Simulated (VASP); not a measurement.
# MgI (P6_3mc) in VASP: notebook

MgI is run at these levels: PBE; tasks: single point, relaxation of cell and atoms.

Program: VASP 6.6.1. These are calculated values, not measurements. Logs are shortened: lines on timing, memory, paths and dates and some standing lists are left out, and cuts for length are marked.

## (1) The cell of the first run

Symmetry: P6_3mc, No. 186, hexagonal system. Conventional cell: a = 4.661 Å, b = 4.661 Å, c = 7.669 Å, α = 90.00°, β = 90.00°, γ = 120.00°. Within 3.8 Å of Mg (site symmetry 3m) lie 4 I at 2.86 Å. Within 3.8 Å of I (site symmetry 3m) lie 4 Mg at 2.86 Å.

## (2) Single point, PBE

File INCAR:

```
PREC = Accurate
ENCUT = 520
EDIFF = 1E-7
ISMEAR = 0
SIGMA = 0.1
LREAL = F
LASPH = T
NELM = 100
ALGO = Normal
ISIF = 2
LWAVE = F
LCHARG = F
GGA = PE
NBANDS = 17
```

File KPOINTS:

```
Automatic mesh
0
Gamma
  6 6 2
```

File POSCAR:

```
MgI
1.0
    4.6610000000      0.0000000000      0.0000000000
   -2.3305000000      4.0365444100      0.0000000000
    0.0000000000      0.0000000000      7.6688077200
Mg I
2 2
Direct
    0.3333333300      0.6666666700      0.3731349300
    0.6666666700      0.3333333300      0.8731349300
    0.3333333300      0.6666666700      0.0000000000
    0.6666666700      0.3333333300      0.5000000000
```

Potentials or basis: VASP PAW PBE potentials, release 64 (Mg, I).

Command:

```
> cat potpaw_PBE.64/Mg/POTCAR potpaw_PBE.64/I/POTCAR > POTCAR
> mpirun -np 1 vasp_std > vasp.out
```

OUTCAR:

```text
PREC = Accurate
   ENCUT = 520
   EDIFF = 1E-7
   ISMEAR = 0
   LREAL = F
   LASPH = T
   NELM = 100
   ISIF = 2
   GGA = PE

 ion  position               nearest neighbor table
   1  0.333  0.667  0.373-   4 2.86   4 2.86   3 2.86   4 2.86
   2  0.667  0.333  0.873-   3 2.86   3 2.86   4 2.86   3 2.86
   3  0.333  0.667  0.000-   2 2.86   2 2.86   1 2.86   2 2.86
   4  0.667  0.333  0.500-   1 2.86   1 2.86   2 2.86   1 2.86

  LATTYP: Found a hexagonal cell.
 ALAT       =     4.6610000000
 C/A-ratio  =     1.6453138211

  Lattice vectors:

 A1 = (   4.6610000000,   0.0000000000,   0.0000000000)
 A2 = (  -2.3305000000,   4.0365444100,   0.0000000000)
 A3 = (   0.0000000000,   0.0000000000,   7.6688077200)

Analysis of symmetry for initial positions (statically):
=====================================================================
 Subroutine PRICEL returns:
 Original cell was already a primitive cell.

 Routine SETGRP: Setting up the symmetry group for a
 hexagonal supercell.

 Subroutine GETGRP returns: Found 12 space group operations
 (whereof  6 operations were pure point group operations)
 out of a pool of 24 trial point group operations.

The static configuration has the point symmetry C_3v.
 The point group associated with its full space group is C_6v.

Analysis of symmetry for dynamics (positions and initial velocities):
=====================================================================
 Subroutine PRICEL returns:
 Original cell was already a primitive cell.

 Routine SETGRP: Setting up the symmetry group for a
 hexagonal supercell.

 Subroutine GETGRP returns: Found 12 space group operations
 (whereof  6 operations were pure point group operations)
 out of a pool of 24 trial point group operations.

The dynamic configuration has the point symmetry C_3v.
 The point group associated with its full space group is C_6v.

 Subroutine INISYM returns: Found 12 space group operations
 (whereof  6 operations are pure point group operations),
 and found     1 'primitive' translations

----------------------------------------------------------------------------------------

                                     Primitive cell

  volume of cell :     144.2835

  direct lattice vectors                    reciprocal lattice vectors
     4.661000000  0.000000000  0.000000000     0.214546235  0.123868326  0.000000000
    -2.330500000  4.036544410  0.000000000     0.000000000  0.247736653  0.000000000
     0.000000000  0.000000000  7.668807720     0.000000000  0.000000000  0.130398367

  length of vectors
     4.661000000  4.661000003  7.668807720     0.247736653  0.247736653  0.130398367

  position of ions in fractional coordinates (direct lattice)
     0.333333330  0.666666670  0.373134930
     0.666666670  0.333333330  0.873134930
     0.333333330  0.666666670  0.000000000
     0.666666670  0.333333330  0.500000000

  ion indices of the primitive-cell ions
   primitive index   ion index
                 1           1
                 2           2
                 3           3
                 4           4

----------------------------------------------------------------------------------------

 KPOINTS: Automatic mesh

Automatic generation of k-mesh.
 Grid dimensions read from file:
 generate k-points for:    6    6    2

 Generating k-lattice:

  Cartesian coordinates                     Fractional coordinates (reciprocal lattice)
     0.035757706  0.020644721  0.000000000     0.166666667  0.000000000  0.000000000
     0.000000000  0.041289442  0.000000000     0.000000000  0.166666667  0.000000000
     0.000000000  0.000000000  0.065199183     0.000000000  0.000000000  0.500000000

  Length of vectors
     0.041289442  0.041289442  0.065199183

  Shift w.r.t. Gamma in fractional coordinates (k-lattice)
     0.000000000  0.000000000  0.000000000

 Subroutine IBZKPT returns following result:
 ===========================================

 Found     14 irreducible k-points:

 Following reciprocal coordinates:
            Coordinates               Weight
  0.000000  0.000000  0.000000      1.000000
  0.166667  0.000000  0.000000      6.000000
  0.333333  0.000000  0.000000      6.000000
  0.500000  0.000000  0.000000      3.000000
  0.166667  0.166667  0.000000      6.000000
  0.333333  0.166667  0.000000     12.000000
  0.333333  0.333333  0.000000      2.000000
  0.000000  0.000000  0.500000      1.000000
  0.166667  0.000000  0.500000      6.000000
  0.333333  0.000000  0.500000      6.000000
  0.500000  0.000000  0.500000      3.000000
  0.166667  0.166667  0.500000      6.000000
  0.333333  0.166667  0.500000     12.000000
  0.333333  0.333333  0.500000      2.000000
   k-points           NKPTS =     14   k-points in BZ     NKDIM =     14   number of bands    NBANDS=     17
   number of dos      NEDOS =    301   number of ions     NIONS =      4
   total plane-waves  NPLWV =  77760
   dimension x,y,z NGX =    36 NGY =   36 NGZ =   60
   dimension x,y,z NGXF=    72 NGYF=   72 NGZF=  120
   ions per type =               2   2
   NGX,Y,Z   is equivalent  to a cutoff of  12.84, 12.84, 13.01 a.u.
   NGXF,Y,Z  is equivalent  to a cutoff of  25.68, 25.68, 26.01 a.u.
 SYSTEM =  unknown system
   PREC   = accura    normal or accurate (medium, high low for compatibility)
   ISTART =      0    job   : 0-new  1-cont  2-samecut
   ICHARG =      2    charge: 1-file 2-atom 10-const
   ISPIN  =      1    spin polarized calculation?
   LNONCOLLINEAR =      F non collinear calculations
   LSORBIT =      F    spin-orbit coupling
   LASPH  =      T    aspherical Exc in radial PAW
   ENCUT  =  520.0 eV  38.22 Ry    6.18 a.u.   8.67  8.67 14.26*2*pi/ulx,y,z
   NELM   =    100;   NELMIN=  2; NELMDL= -5     # of ELM steps
   EDIFF  = 0.1E-06   stopping-criterion for ELM
   LREAL  =      F    real-space projection
   EDIFFG = 0.1E-05   stopping-criterion for IOM
   NSW    =      0    number of steps for IOM
   IBRION =     -1    ionic relax: 0-MD 1-quasi-New 2-CG
   NFREE  =      0    steps in history (QN), initial steepest desc. (CG)
   ISIF   =      2    stress and relaxation
   ISYM   =      2    0-nonsym 1-usesym 2-fastsym
   POTIM  = 0.5000    time-step for ionic-motion
   TEBEG  =    0.0;   TEEND  =   0.0 temperature during run
   PSTRESS=    0.0 pullay stress
   NELECT =      18.0000    total number of electrons
   NUPDOWN=      -1.0000    fix difference up-down
   EMIN   =  10.00;   EMAX   =-10.00  energy-range for DOS
   EFERMI =   0.00;   METHOD = LEGACY
   ISMEAR =     0;   SIGMA  =   0.10  broadening in eV -4-tet -1-fermi 0-gaus
   EFERMI_NEDOS =   21; number of points for ismear=-14 and -15
   IALGO  =     38    algorithm
   IMIX   =      4    mixing-type and parameters
     AMIX     =   0.40;   BMIX     =  1.00
     AMIX_MAG =   1.60;   BMIX_MAG =  1.00
  volume/ion in A,a.u.               =      36.07       243.42
  Fermi-wavevector in a.u.,A,eV,Ry     =   0.818013  1.545820  9.104270  0.669145
  Thomas-Fermi vector in A             =   1.928564
   LORBIT       =      0    0 simple, 1 ext, 2 COOP (PROOUT), +10 PAW based schemes
   GGA     = PE    functional components
   LHFCALC =     F    Hartree Fock is set to
   AEXX    =    0.0000 exact exchange contribution
   IVDW    =     0    specifies the selected vdW correction
   LEPSILON=     F    determine dielectric tensor
   LRPA    =     F    only Hartree local field effects (RPA)
 non-spin polarized calculation
 Gauss-broadening in eV      SIGMA  =   0.10
  energy-cutoff  :      520.00
  volume of cell :      144.28
 maximum number of plane-waves:      3900
 NGX is ok and might be reduce to    36
   NGX = 17   NGY = 17   NGZ = 29

 number of electron      17.9999998 magnetization

 Free energy of the ion-electron system (eV)
  ---------------------------------------------------
  ext. energy  EPLUGINS =         0.00000000
  ---------------------------------------------------
  free energy    TOTEN  =        -6.09685673 eV

  energy without entropy =       -6.06460984  energy(sigma->0) =       -6.08073329

 E-fermi :   4.5969     XC(G=0):  -7.7503

 val. band max:        4.5457112720   @ k =   0.5000   0.0000   0.0000
 cond. band min:       4.6197408448   @ k =   0.3333   0.1667   0.5000
 fundamental gap:      0.0740295728
 Fermi energy:         4.5969446413

 k-point     1 :       0.0000    0.0000    0.0000
  band No.  band energies     occupation
      1     -11.0280      2.00000
      2     -10.7492      2.00000
      3      -2.4446      2.00000
      4      -0.4929      2.00000
      5      -0.4929      2.00000
      6      -0.2722      2.00000
[... 9 lines left out ...]
     16       7.9765      0.00000
     17       8.4167      0.00000

 k-point     2 :       0.1667    0.0000    0.0000
  band No.  band energies     occupation
      1     -10.9679      2.00000
      2     -10.7186      2.00000
      3      -2.3108      2.00000
      4      -1.0237      2.00000
      5      -0.8167      2.00000
      6      -0.6316      2.00000
[... 9 lines left out ...]
     16       7.8019      0.00000
     17       7.8414      0.00000

 k-point     3 :       0.3333    0.0000    0.0000
  band No.  band energies     occupation
      1     -10.8322      2.00000
      2     -10.6658      2.00000
      3      -2.0951      2.00000
      4      -1.7446      2.00000
      5      -1.5601      2.00000
      6      -0.8642      2.00000
[... 9 lines left out ...]
     16       8.3593      0.00000
     17       8.9254      0.00000

 k-point     4 :       0.5000    0.0000    0.0000
  band No.  band energies     occupation
      1     -10.7463      2.00000
      2     -10.6536      2.00000
      3      -2.2857      2.00000
      4      -1.9717      2.00000
      5      -1.4895      2.00000
      6      -0.9662      2.00000
[... 9 lines left out ...]
     16       9.3768      0.00000
     17       9.9854      0.00000
[... 143 lines left out ...]
      1     -10.7751      2.00000
      2     -10.7751      2.00000
      3      -1.9265      2.00000
      4      -1.9265      2.00000
      5      -0.8652      2.00000
      6      -0.8652      2.00000
[... 9 lines left out ...]
     16       7.6991      0.00000
     17       9.2862      0.00000

 k-point    13 :       0.3333    0.1667    0.5000
  band No.  band energies     occupation
      1     -10.7000      2.00000
      2     -10.7000      2.00000
      3      -2.2266      2.00000
      4      -2.2266      2.00000
      5      -1.0956      2.00000
      6      -1.0956      2.00000
[... 9 lines left out ...]
     16       8.0897      0.00000
     17       9.7428      0.00000

 k-point    14 :       0.3333    0.3333    0.5000
  band No.  band energies     occupation
      1     -10.6746      2.00000
      2     -10.6746      2.00000
      3      -2.1795      2.00000
      4      -2.1795      2.00000
      5      -1.4277      2.00000
      6      -1.4277      2.00000
[... 9 lines left out ...]
     16       8.4086      0.00000
     17       8.7910      0.00000

------------------------ aborting loop because EDIFF is reached ----------------------------------------

  FORCE on cell =-STRESS in cart. coord.  units (eV):
  Direction    XX          YY          ZZ          XY          YZ          ZX
  --------------------------------------------------------------------------------------
  -------------------------------------------------------------------------------------
  Total        4.3446583      4.3446583      4.2946146      0.0000000      0.0000000      0.0000000
  in kB       48.2446902     48.2446902     47.6889868      0.0000000      0.0000000      0.0000000
  external PRESSURE =      48.0594557 kB  Pullay stress =       0.0000000 kB

 VOLUME and BASIS-vectors are now :
 -----------------------------------------------------------------------------
  energy-cutoff  :      520.00
  volume of cell :      144.28
      direct lattice vectors                 reciprocal lattice vectors
     4.661000000  0.000000000  0.000000000     0.214546235  0.123868326  0.000000000
    -2.330500000  4.036544410  0.000000000     0.000000000  0.247736653  0.000000000
     0.000000000  0.000000000  7.668807720     0.000000000  0.000000000  0.130398367

 POSITION                                       TOTAL-FORCE (eV/Angst)
 -----------------------------------------------------------------------------------
     -0.00000      2.69103      2.86150         0.000000      0.000000      0.032261
      2.33050      1.34551      6.69590         0.000000     -0.000000      0.032261
     -0.00000      2.69103      0.00000        -0.000000      0.000000     -0.032261
      2.33050      1.34551      3.83440        -0.000000     -0.000000     -0.032261
 -----------------------------------------------------------------------------------
    total drift:                                0.000002     -0.000001     -0.000074

  FREE ENERGIE OF THE ION-ELECTRON SYSTEM (eV)
  ---------------------------------------------------
  free  energy   TOTEN  =        -6.0968567269 eV

  energy  without entropy=       -6.0646098439  energy(sigma->0) =       -6.08073329
```

Run time: 53 s. Hardware: 1 thread of Intel Xeon 8259CL, shared host; peak memory 0.26 GiB.

What came out:

- Free energy: -6.0969 eV
- Pressure: 4.8 GPa
- Largest force: 0.032 eV/Å
- Band gap on the k mesh: zero (bands 9 and 10 overlap by 1.10 eV)

Forces on the atoms (eV/Å):
```
Mg   0.000  0.000  0.032
Mg   0.000  0.000  0.032
I    0.000  0.000 -0.032
I    0.000  0.000 -0.032
```

Caveat: the k points lie up to 0.41 Å⁻¹ apart, too coarse for converged energies and pressures of a metal; spin-orbit coupling is left out, which moves the levels of the heavy elements.

[end of part 1 of 2]
